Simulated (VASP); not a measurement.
**BN: single point with PBE**

BN:

```
B N
1.0
     3.51688    0.00000    0.00000
     0.00000    3.51688    0.00000
     0.00000    0.00000    3.51688
B N
4 4
Direct
  0.00000 0.00000 0.00000
  0.50000 0.50000 0.00000
  0.50000 0.00000 0.50000
  0.00000 0.50000 0.50000
  0.25000 0.25000 0.25000
  0.75000 0.75000 0.25000
  0.75000 0.25000 0.75000
  0.25000 0.75000 0.75000
```

- Program: VASP 6.6.1
- Task: single point
- Functional: PBE
- Potentials or basis: VASP PAW PBE potentials, release 64 (B, N)
- Cutoff: 600 eV
- k mesh: 1 × 1 × 1
- Occupations: gaussian, width 0.01 eV
- Spin: no spin polarisation
- Dipole correction: no
- Further INCAR settings: ALGO = Normal; EDIFF = 1e-06; NBANDS = 26

```json
{
 "Pressure": "74.3 GPa",
 "Band gap on the k mesh": "4.23 eV"
}
```

Levels at points of the mesh, in eV from the valence-band top:
```tsv
k point	band 13	band 14	band 15	band 16	band 17	band 18	band 19	band 20
(0.00, 0.00, 0.00)	-5.54	0.00	0.00	0.00	4.23	4.23	4.23	8.68
```

Run time: 7.9 s on 1 thread of AMD EPYC 7R13, with other jobs on the host, peak memory 0.11 GiB.

Caveat: the k points lie up to 1.79 Å⁻¹ apart. A k mesh can miss the band edges.
